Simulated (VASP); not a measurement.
**AlN: single point with PBE**

The system is AlN.

```xyz
2
Lattice="0.0000 2.1849 2.1849 2.1849 0.0000 2.1849 2.1849 2.1849 0.0000" Properties=species:S:1:pos:R:3 pbc="T T T"
Al    0.0000    0.0000    0.0000
N     1.0924    1.0924    1.0924
```

```
Program                : VASP 6.6.1
Task                   : single point
Functional             : PBE
Potentials or basis    : VASP PAW PBE potentials, release 64 (Al, N)
Cutoff                 : 520 eV
k mesh                 : 6 × 6 × 6
Occupations            : gaussian, width 0.01 eV
Spin                   : no spin polarisation
Dipole correction      : no
Further INCAR settings : ALGO = Normal; EDIFF = 1e-06; NBANDS = 11
```

```json
{
  "Pressure": "4.3 GPa",
  "Band gap on the k mesh": "3.32 eV, indirect (least direct gap 4.18 eV)"
}
```

Levels at points of the mesh, in eV from the valence-band top:
```tsv
k point	band 1	band 2	band 3	band 4	band 5	band 6	band 7	band 8	band 9
(0.00, 0.00, 0.00)	-14.97	0.00	0.00	0.00	4.18	12.55	12.55	12.55	17.68
(0.50, 0.00, 0.00)	-12.93	-5.85	-0.48	-0.48	7.37	9.86	11.14	11.14	17.97
(0.50, 0.50, 0.00)	-12.30	-4.90	-1.77	-1.77	3.32	8.61	13.94	15.72	15.72
```

Wall time 3.6 s on 1 thread of Intel Xeon 6975P-C (shared host), peak memory 0.13 GiB.

A k mesh can miss the band edges.
